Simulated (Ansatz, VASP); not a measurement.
**GeIrPt6: VASP beside Ansatz**

```xyz
8
Lattice="5.0521 0.0000 0.0000 0.0000 5.0521 0.0000 0.0000 0.0000 5.0521" Properties=species:S:1:pos:R:3 pbc="T T T"
Ge    0.0000    0.0000    0.0000
Ir    2.5260    2.5260    2.5260
Pt    0.0000    2.5260    3.7864
Pt    2.5260    1.2657    0.0000
Pt    3.7864    0.0000    2.5260
Pt    0.0000    2.5260    1.2657
Pt    2.5260    3.7864    0.0000
Pt    1.2657    0.0000    2.5260
```

Change from the starting cell: species swapped into the Nb6GaSb type (Pm-3, No. 200).

Alike in both runs: functional PBE; k mesh 3 × 3 × 3; occupations gaussian, width 0.2 eV; no spin polarisation.

Ansatz relaxed the structure, and its values are those at the end. VASP's run is a single point on that final structure, the one shown.

|  | VASP | Ansatz |
| --- | --- | --- |
| version | VASP 6.6.1 | Ansatz 0.2.0 |
| potentials or method | VASP PAW PBE potentials, release 64 (Ge_d, Ir, Pt), cutoff 500 eV | scalar-relativistic, plane waves, PAW |
| valence electrons in the cell | 83 | 139 |

VASP gave:

| Quantity | Value |
| --- | --- |
| gap on the k mesh at the Fermi level (eV) | none |
| pressure (GPa) | -0.4 |
| rms of the force components (eV/Å) | 0.010 |

Task: Which values does Ansatz return?

Result: gap on the k mesh at the Fermi level (eV): none; pressure (GPa): -0.1; rms of the force components (eV/Å): 0.011.

A gap of «none» marks a metal or a gap that the smearing closes. VASP's potentials hold 83 valence electrons a cell and Ansatz's 139, so a difference there can come from the potentials and not from the codes.

The k mesh is coarse, so the values compare programs but aren't converged. Spin-orbit coupling is off throughout.
